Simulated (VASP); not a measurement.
Runs of VASP 6.6.1 on GaN. The structure is that of space group I-4m2 (No. 119), or close to it. The cells are those of the table. 

| level | spin | cell | k mesh | grid for exact exchange (PRECFOCK) | share of exact exchange | screening parameter | gap on the mesh (eV) | pressure (GPa) | moment (μB) |
| --- | --- | --- | --- | --- | --- | --- | --- | --- | --- |
| r2SCAN | non-collinear, zero start, SOC | a = 3.176, b = 3.176, c = 3.276 Å, angles 59.0, 59.0, 62.1°, 2 atoms | 10 × 10 × 10 | - | - | - | - | -3.9 | 0.00 |
| r2SCAN | non-collinear, zero start, SOC | a = 3.184, b = 3.184, c = 3.053 Å, angles 61.4, 61.4, 57.3°, 2 atoms | 10 × 10 × 10 | - | - | - | - | 9.6 | 0.00 |
| HSE06 | off | a = 3.176, b = 3.176, c = 3.276 Å, angles 59.0, 59.0, 62.1°, 2 atoms | 6 × 6 × 6 | Normal | 0.25 | 0.2079 1/Å | 2.65 | (a) | - |
| r2SCAN | non-collinear, zero start, SOC | a = 3.178, b = 3.178, c = 3.244 Å, angles 59.3, 59.3, 61.4°, 2 atoms | 10 × 10 × 10 | - | - | - | - | -2.3 | 0.00 |
| HSE06 | off | a = 3.184, b = 3.184, c = 3.053 Å, angles 61.4, 61.4, 57.3°, 2 atoms | 6 × 6 × 6 | Normal | 0.25 | 0.2079 1/Å | (b) | 8.3 | - |

Alike in all rows: task single point; potentials or basis VASP PAW PBE potentials, release 64 (Ga_d, N); cutoff (eV) 520; smearing gaussian 0.01 eV.

Problem. Estimate the missing entries.

Solution. (a) -5.0; (b) 3.16.

Caveats: the PAW data sets were made with another functional, which shifts forces and pressure a little; the cell stands under tension (at least some runs); the cell stands under pressure (at least some runs).

A k mesh can miss the band edges, and rows without SOC leave out spin-orbit coupling on Ga.
